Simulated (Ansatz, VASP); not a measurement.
**One calculation of Ti2Si3, two programs**

```xyz
5
Lattice="4.1042 0.0000 0.0000 0.0000 4.1042 0.0000 0.0000 0.0000 5.3742" Properties=species:S:1:pos:R:3 pbc="T T T"
Ti    0.0000    2.0521    0.8762
Ti    2.0521    0.0000    0.8762
Si    0.0000    0.0000    2.3525
Si    0.0000    2.0521    3.6908
Si    2.0521    0.0000    3.6908
```

Alike in both runs: task relaxation of cell and atoms; functional PBE; k mesh 10 × 10 × 8; occupations gaussian, width 0.1 eV; no spin polarisation.

```csv
,VASP,Ansatz
version,VASP 6.6.1,Ansatz 0.2.0
potentials or method,"VASP PAW PBE potentials, release 64 (Ti_sv, Si), cutoff 600 eV","scalar-relativistic, plane waves, PAW"
valence electrons in the cell,36,36
```

Ansatz gave:

* gap on the k mesh at the Fermi level, each at its own relaxed structure (eV): none
* relaxed volume (Å³/atom): 18.14
* relaxed length of the cell vector where the two differ most in proportion (Å): 4.116

Q: What did VASP give for the same quantities?

A: gap on the k mesh at the Fermi level, each at its own relaxed structure (eV): none; relaxed volume (Å³/atom): 18.12; relaxed length of the cell vector where the two differ most in proportion (Å): 4.113.

A gap of «none» marks a metal or a gap that the smearing closes.
